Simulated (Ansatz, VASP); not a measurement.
# SiC in VASP and in Ansatz

```
Si C
1.0
     3.07804    0.00000    0.00000
    -1.53902    2.66566    0.00000
     0.00000    0.00000   10.07570
Si C
4 4
Cartesian
  1.5390 0.8886 9.4493
  0.0000 1.7771 4.4114
  0.0000 0.0000 6.9311
  0.0000 0.0000 1.8932
  1.5390 0.8886 7.5549
  0.0000 1.7771 2.5171
  0.0000 0.0000 5.0424
  0.0000 0.0000 0.0046
```

Alike in both runs: functional PBEsol; k mesh 12 × 12 × 4; occupations gaussian, width 0.02 eV; no spin polarisation.

Ansatz relaxed the structure, and its values are those at the end. VASP's run is a single point on that final structure, the one shown.

|  | VASP | Ansatz |
| --- | --- | --- |
| version | VASP 6.6.1 | Ansatz 0.2.0 |
| potentials or method | VASP PAW PBE potentials, release 64 (Si, C), cutoff 520 eV | scalar-relativistic, plane waves, PAW |
| valence electrons in the cell | 32 | 32 |

```csv
,VASP,Ansatz,Ansatz less VASP
gap on the k mesh at the Fermi level (eV),2.11,2.12,+0.007
least direct gap on the mesh (eV),3.23,3.24,+0.009
pressure (GPa),0.4,0.0,-0.35
```

VASP's potentials were made for PBE, not for PBEsol. The functional is the same, so the differences come from potentials, cutoffs and numerics.
